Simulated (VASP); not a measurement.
Wanted: the native input for a VASP 6.6.1 run.

```
Task                   : single point
Functional             : RPBE
Potentials or basis    : VASP PAW PBE potentials, release 64 (Ca_sv)
Cutoff                 : 520 eV
k mesh                 : 16 × 16 × 16
Occupations            : fermi-dirac, width 0.1 eV
Spin                   : no spin polarisation
Dipole correction      : no
Further INCAR settings : ALGO = Normal; EDIFF = 1e-06; NBANDS = 11
```

The structure of Ca lies in POSCAR:

```
Ca
1.0
    0.0000000000      2.6936354833      2.6936354833
    2.6936354833      0.0000000000      2.6936354833
    2.6936354833      2.6936354833      0.0000000000
Ca
1
Direct
    0.0000000000      0.0000000000      0.0000000000
```

These files were run (other wordings do the same):

INCAR

```
SYSTEM = Ca
ALGO = Normal
EDIFF = 1E-6
ENCUT = 520
GGA = RP
ISIF = 2
ISMEAR = -1
LASPH = .TRUE.
LCHARG = .FALSE.
LREAL = .FALSE.
LWAVE = .FALSE.
NBANDS = 11
NELM = 100
PREC = Accurate
SIGMA = 0.1
```

KPOINTS

```
k-points
0
G
  16 16 16
  0 0 0
```

Potentials or basis: VASP PAW PBE potentials, release 64 (Ca_sv).

The run is started by

```console
$ cat potpaw_PBE.64/Ca_sv/POTCAR > POTCAR
$ mpirun -np 1 vasp_std > vasp.out
```

It gave:

```
Pressure               : 2.6 GPa
Band gap on the k mesh : zero (bands 5 and 6 overlap by 0.28 eV)
```

Caveat: the PAW data sets were made with another functional, which shifts forces and pressure a little.

Wall time 22 s on 1 thread of Intel(R) Xeon(R) Platinum 8559C (Emerald Rapids), on a shared host, peak memory 0.19 GiB.
